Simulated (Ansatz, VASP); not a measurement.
Ru in VASP and in Ansatz

```
CELL_PARAMETERS angstrom
0.00000 1.89566 1.89566
1.89566 0.00000 1.89566
1.89566 1.89566 0.00000
ATOMIC_POSITIONS crystal
Ru 0.00000 0.00000 0.00000
```

Change from the starting cell: volume scaled by 0.97.

Alike in both runs: task single point; functional PBE; k mesh 16 × 16 × 16; occupations fermi-dirac, width 0.05 eV; no spin polarisation.

|  | VASP | Ansatz |
| --- | --- | --- |
| version | VASP 6.6.1 | Ansatz 0.2.0 |
| potentials or method | VASP PAW PBE potentials, release 64 (Ru_pv), cutoff 520 eV | all-electron LAPW, scalar-relativistic |

|  | VASP | Ansatz | Ansatz less VASP |
| --- | --- | --- | --- |
| pressure (GPa) | 4.8 | 4.8 | +0.02 |

Ansatz ran all-electron here, and VASP with PAW potentials.
